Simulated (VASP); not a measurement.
# Cs (Im-3m) in VASP: a series of runs, part 2 of 2

VASP 6.6.1. Earlier steps stand in the parts before.

**6. Single point, PBE**

Contents of INCAR:

```
PREC = Accurate ; ENCUT = 520
EDIFF = 1E-6 ; ISMEAR = 0
SIGMA = 0.02 ; LREAL = False
LASPH = True ; NELM = 80
ALGO = Normal ; ISIF = 2
LWAVE = False ; LCHARG = True
GGA = PE ; LELF = True
LVHAR = True ; NBANDS = 10
```

Contents of KPOINTS:

```
regular mesh
0
Gamma
  6 6 6
```

Contents of POSCAR:

```
Cs
1.0
   -3.1284650614      3.1284650614      3.1284650614
    3.1284650614     -3.1284650614      3.1284650614
    3.1284650614      3.1284650614     -3.1284650614
Cs
1
Direct
    0.0000000000      0.0000000000      0.0000000000
```

Potentials or basis: VASP PAW PBE potentials, release 64 (Cs_sv).

Started as:

```sh
$ cat potpaw_PBE.64/Cs_sv/POTCAR > POTCAR
$ mpirun -np 1 vasp_std > vasp.out
```

OUTCAR:

```text
PREC = Accurate
   ENCUT = 520
   EDIFF = 1E-6
   ISMEAR = 0
   LREAL = False
   LASPH = True
   NELM = 80
   ISIF = 2
   GGA = PE

 ion  position               nearest neighbor table
   1  0.000  0.000  0.000-

  LATTYP: Found a body centered cubic cell.
 ALAT       =     6.2569301228

  Lattice vectors:

 A1 = (  -3.1284650614,   3.1284650614,   3.1284650614)
 A2 = (   3.1284650614,  -3.1284650614,   3.1284650614)
 A3 = (   3.1284650614,   3.1284650614,  -3.1284650614)

Analysis of symmetry for initial positions (statically):
=====================================================================
 Subroutine PRICEL returns:
 Original cell was already a primitive cell.

 Routine SETGRP: Setting up the symmetry group for a
 body centered cubic supercell.

 Subroutine GETGRP returns: Found 48 space group operations
 (whereof 48 operations were pure point group operations)
 out of a pool of 48 trial point group operations.

The static configuration has the point symmetry O_h .

Analysis of symmetry for dynamics (positions and initial velocities):
=====================================================================
 Subroutine PRICEL returns:
 Original cell was already a primitive cell.

 Routine SETGRP: Setting up the symmetry group for a
 body centered cubic supercell.

 Subroutine GETGRP returns: Found 48 space group operations
 (whereof 48 operations were pure point group operations)
 out of a pool of 48 trial point group operations.

The dynamic configuration has the point symmetry O_h .

 Subroutine INISYM returns: Found 48 space group operations
 (whereof 48 operations are pure point group operations),
 and found     1 'primitive' translations

----------------------------------------------------------------------------------------

                                     Primitive cell
[... 102 lines left out ...]
  Fermi-wavevector in a.u.,A,eV,Ry     =   0.685706  1.295796  6.397353  0.470192
  Thomas-Fermi vector in A             =   1.765724
   LORBIT       =      0    0 simple, 1 ext, 2 COOP (PROOUT), +10 PAW based schemes
   GGA     = PE    functional components
   LHFCALC =     F    Hartree Fock is set to
   AEXX    =    0.0000 exact exchange contribution
   IVDW    =     0    specifies the selected vdW correction
   LEPSILON=     F    determine dielectric tensor
   LRPA    =     F    only Hartree local field effects (RPA)
 non-spin polarized calculation
 Gauss-broadening in eV      SIGMA  =   0.02
  energy-cutoff  :      520.00
  volume of cell :      122.48
 maximum number of plane-waves:      3322
   NGX = 21   NGY = 21   NGZ = 21

 number of electron       8.9999999 magnetization

 Free energy of the ion-electron system (eV)
  ---------------------------------------------------
  ext. energy  EPLUGINS =         0.00000000
  ---------------------------------------------------
  free energy    TOTEN  =        -0.83213314 eV

  energy without entropy =       -0.82964891  energy(sigma->0) =       -0.83089102

 E-fermi :   0.3223     XC(G=0):  -5.2519

 val. band max:        0.1823700788   @ k =   0.1667   0.1667   0.1667
 cond. band min:       0.3245404356   @ k =   0.3333   0.1667   0.0000
 fundamental gap:      0.1421703568
 Fermi energy:         0.3223006227

 k-point     1 :       0.0000    0.0000    0.0000
  band No.  band energies     occupation
      1     -23.5931      2.00000
      2     -10.3446      2.00000
      3     -10.3446      2.00000
      4     -10.3446      2.00000
      5      -1.3130      2.00000
      6       2.7549      0.00000
      7       2.7549      0.00000
      8       2.7549      0.00000
      9       3.5696      0.00000
     10       3.5696      0.00000
[... 183 lines left out ...]
 k-point    16 :       0.5000    0.5000    0.5000
  band No.  band energies     occupation
      1     -23.5843      2.00000
      2     -10.4239      2.00000
      3     -10.4239      2.00000
      4     -10.4239      2.00000
      5       1.0005      0.00000
      6       1.0005      0.00000
      7       3.1571      0.00000
      8       3.1571      0.00000
      9       3.1571      0.00000
     10       4.4458      0.00000

------------------------ aborting loop because EDIFF is reached ----------------------------------------

  FORCE on cell =-STRESS in cart. coord.  units (eV):
  Direction    XX          YY          ZZ          XY          YZ          ZX
  --------------------------------------------------------------------------------------
  -------------------------------------------------------------------------------------
  Total       -0.0561490     -0.0561490     -0.0561490      0.0000000     -0.0000000      0.0000000
  in kB       -0.7345120     -0.7345120     -0.7345120      0.0000000     -0.0000000      0.0000000
  external PRESSURE =      -0.7345120 kB  Pullay stress =       0.0000000 kB

 VOLUME and BASIS-vectors are now :
 -----------------------------------------------------------------------------
  energy-cutoff  :      520.00
  volume of cell :      122.48
      direct lattice vectors                 reciprocal lattice vectors
    -3.128465061  3.128465061  3.128465061     0.000000000  0.159822785  0.159822785
     3.128465061 -3.128465061  3.128465061     0.159822785  0.000000000  0.159822785
     3.128465061  3.128465061 -3.128465061     0.159822785  0.159822785  0.000000000

 POSITION                                       TOTAL-FORCE (eV/Angst)
 -----------------------------------------------------------------------------------
      0.00000      0.00000      0.00000         0.000000     -0.000000      0.000000
 -----------------------------------------------------------------------------------
    total drift:                               -0.000000      0.000000      0.000000

  FREE ENERGIE OF THE ION-ELECTRON SYSTEM (eV)
  ---------------------------------------------------
  free  energy   TOTEN  =        -0.8321331382 eV

  energy  without entropy=       -0.8296489078  energy(sigma->0) =       -0.83089102
```

Wall time 43 s (1 thread of AMD EPYC 7R13, shared host); peak memory 0.19 GiB.

Results:

| Item | Value |
| --- | --- |
| Free energy | -0.8321 eV |
| Pressure | -0.1 GPa |

Caveat: spin-orbit coupling is left out, which moves the levels of the heavy elements.

**7. Summary**

```csv
task,level,spin,cell,k mesh,cutoff (eV),smearing,gap on the mesh (eV),pressure (GPa),relaxed volume (Å³/atom)
relaxation of cell and atoms,revPBE,off,relaxed,6 × 6 × 6,600,fermi-dirac 0.05 eV,none,0.0,128.30
relaxation of cell and atoms,BLYP,off,relaxed,6 × 6 × 6,600,fermi-dirac 0.05 eV,none,0.0,124.29
single point,PBEsol,"non-collinear, zero start, SOC",as given,4 × 4 × 4,520,fermi-dirac 0.05 eV,-,-0.2,-
single point,RPBE,off,as given,6 × 6 × 6,520,gaussian 0.02 eV,none,0.1,-
single point,PBE,off,as given,6 × 6 × 6,520,gaussian 0.02 eV,none,-0.1,-
```

Alike in all rows: potentials or basis VASP PAW PBE potentials, release 64 (Cs_sv).

The pressure there spans -0.2 GPa (PBEsol) to 0.1 GPa (RPBE); a positive pressure means that this level wants a larger cell, a negative one a smaller.

Caveats: the PAW data sets were made with another functional, which shifts forces and pressure a little (some runs); spin-orbit coupling is left out, which moves the levels of the heavy elements (some runs).

Total energies depend on the potentials used, so only differences within one code and one set of settings carry meaning.
